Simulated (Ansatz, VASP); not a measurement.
## Two plane-wave programs on WS2

```
W S
1.0
     3.18352    0.00000    0.00000
    -1.59176    2.75701    0.00000
     0.00000    0.00000   16.95058
W S
1 2
Cartesian
  0.0559 1.8066 -0.0178
  1.6430 0.8665 15.4017
  1.6675 0.8993 1.5358
```

Alike in both runs: task single point; functional LDA; k mesh 6 × 6 × 1; no spin polarisation.

|  | VASP | Ansatz |
| --- | --- | --- |
| version | VASP 6.6.1 | Ansatz 0.2.0 |
| potentials or method | VASP PAW LDA potentials, release 64 (W_sv, S), cutoff 500 eV | plane waves, PAW |
| occupations | methfessel-paxton of order 1, width 0.1 eV | cold, width 0.1 eV |
| valence electrons in the cell | 26 | 26 |

VASP gave:

| Item | Value |
| --- | --- |
| rms of the force components (eV/Å) | 0.197 |

Task: Estimate Ansatz's values.

Result: rms of the force components (eV/Å): 0.198.

LDA's correlation is that of Perdew and Zunger in VASP and of Perdew and Wang (1992) in Ansatz. Atom by atom the forces differ by 0.019 eV/Å (rms over components).

Spin-orbit coupling is off throughout.
